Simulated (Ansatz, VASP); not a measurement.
**ZrS: VASP beside Ansatz**

```xyz
2
Lattice="0.0000 2.4937 2.4937 2.6250 -0.1313 2.6250 2.6250 2.6250 -0.1313" Properties=species:S:1:pos:R:3 pbc="T T T"
Zr    0.0000    0.0000    0.0000
S     2.6250    2.4937    2.4938
```

Change from the starting cell: strain -0.1000 x Voigt [0, 0, 0, 1, 0, 0], atoms carried along.

Alike in both runs: task single point; functional PBEsol; k mesh 16 × 16 × 16; occupations gaussian, width 0.15 eV; no spin polarisation.

|  | VASP | Ansatz |
| --- | --- | --- |
| version | VASP 6.6.1 | Ansatz 0.2.0 |
| potentials or method | VASP PAW PBE potentials, release 64 (Zr_sv, S), cutoff 520 eV | scalar-relativistic, plane waves, PAW |
| valence electrons in the cell | 18 | 18 |

Ansatz gave:

* gap on the k mesh at the Fermi level (eV): none
* pressure (GPa): -6.0
* traceless stress, the component that is largest in VASP (GPa): 2.54

Task: Which values does VASP return?

Result: gap on the k mesh at the Fermi level (eV): none; pressure (GPa): -5.8; traceless stress, the component that is largest in VASP (GPa): 2.49.

VASP's potentials were made for PBE, not for PBEsol. A gap of «none» marks a metal or a gap that the smearing closes.
